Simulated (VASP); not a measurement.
Wanted: the native input for a VASP 6.6.1 run.

| Property | Result |
| --- | --- |
| Task | single point |
| Functional | PBE |
| Potentials or basis | VASP PAW PBE potentials, release 64 (B, As, H) |
| Cutoff | 520 eV |
| k mesh | 1 × 1 × 4 |
| Occupations | gaussian, width 0.05 eV |
| Spin | no spin polarisation |
| Dipole correction | no |
| Further INCAR settings | LREAL = Auto; ALGO = Normal; EDIFF = 1e-06; NBANDS = 54 |

The structure of BAsH3 lies in POSCAR:

```
BAsH3
1.0
   15.5000000000      0.0000000000      0.0000000000
    0.0000000000     15.2000000000      0.0000000000
    0.0000000000      0.0000000000      8.3858557967
B As H
6 6 18
Direct
    0.5511059918      0.6079581368      0.0109425701
    0.5744434022      0.3776659498     -0.0028597498
    0.4218085239      0.6111297507      0.3383736967
    0.3438380930      0.5134663454     -0.0028339171
    0.6183861615      0.4953253355      0.3383759695
    0.4896087745      0.4993927037      0.6650668064
    0.4926202140      0.5047233545      0.4184383048
    0.6143190753      0.4963259118      0.0917688097
    0.3652171027      0.5026913724      0.7554386668
    0.4246950878      0.6079981193      0.0917647449
    0.5546030513      0.3911818077      0.7554142801
    0.5504503845      0.6067974814      0.7661252226
    0.5879785502      0.6730613500      0.0562045345
    0.4448941979      0.4204986861      0.3748583979
    0.6294925322      0.3224891316      0.0150283247
    0.5045703469      0.3602316382      0.0522668952
    0.4601485322      0.6763062824      0.3813651654
    0.3476416534      0.6057875054      0.3814538579
    0.7068620658      0.5106182070      0.0366787988
    0.3219065831      0.5748059459      0.6598911559
    0.3194457708      0.4239735488      0.6829319383
    0.2694587861      0.5344975798      0.0150815230
    0.3639725969      0.4430448918      0.0522958829
    0.6546000602      0.5617476366      0.3813908795
    0.6508920101      0.4271352185      0.3814525121
    0.3905772424      0.6968748237      0.0366324812
    0.6375010449      0.3889863462      0.6598630262
    0.5106262862      0.3114098470      0.6828875629
    0.6400047009      0.6125289185      0.6940854220
    0.5105558380      0.6887607641      0.6940895402
```

These files were run (other wordings do the same):

INCAR

```
ALGO = Normal
EDIFF = 1E-6
ENCUT = 520
GGA = PE
ISIF = 2
ISMEAR = 0
LASPH = True
LCHARG = False
LREAL = Auto
LWAVE = False
NBANDS = 54
NELM = 60
PREC = Accurate
SIGMA = 0.05
```

KPOINTS

```
k-points
0
Gamma
  1 1 4
```

Potentials or basis: VASP PAW PBE potentials, release 64 (B, As, H).

Launch:

```bash
$ cat potpaw_PBE.64/B/POTCAR potpaw_PBE.64/As/POTCAR potpaw_PBE.64/H/POTCAR > POTCAR
$ mpirun -np 1 vasp_std > vasp.out
```

Results of the run:

```json
{
  "Largest force": "0.089 eV/Å",
  "Band gap on the k mesh": "4.22 eV (least direct gap 4.40 eV)"
}
```

Wall time 29 min on 1 thread of Intel Xeon 8259CL (shared host), peak memory 1.7 GiB.
